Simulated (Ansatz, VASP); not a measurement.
# RbBr: VASP beside Ansatz

```xyz
6
Lattice="4.9576 0.0000 0.0000 -2.4788 4.2935 0.0000 0.0000 0.0000 12.1685" Properties=species:S:1:pos:R:3 pbc="T T T"
Rb    3.3176    0.0000    8.1123
Rb   -1.6588    2.8731    4.0562
Rb    0.8200    1.4204    0.0000
Br    3.2916    0.0000    2.0281
Br   -1.6458    2.8506   10.1404
Br    0.8330    1.4428    6.0842
```

Alike in both runs: functional PBE; k mesh 6 × 6 × 2; occupations gaussian, width 0.1 eV; no spin polarisation.

Ansatz relaxed the structure, and its values are those at the end. VASP's run is a single point on that final structure, the one shown.

```csv
,VASP,Ansatz
version,VASP 6.6.1,Ansatz 0.2.0
potentials or method,"VASP PAW PBE potentials, release 64 (Rb_sv, Br), cutoff 520 eV","scalar-relativistic, plane waves, PAW"
valence electrons in the cell,48,48
```

```tsv
	VASP	Ansatz	Ansatz less VASP
gap on the k mesh at the Fermi level (eV)	4.19	4.19	+0.002
least direct gap on the mesh (eV)	4.19	4.19	+0.002
pressure (GPa)	0.0	0.0	-0.02
rms of the force components (eV/Å)	0.004	0.004	0.0000
```

The functional is the same, so the differences come from potentials, cutoffs and numerics.
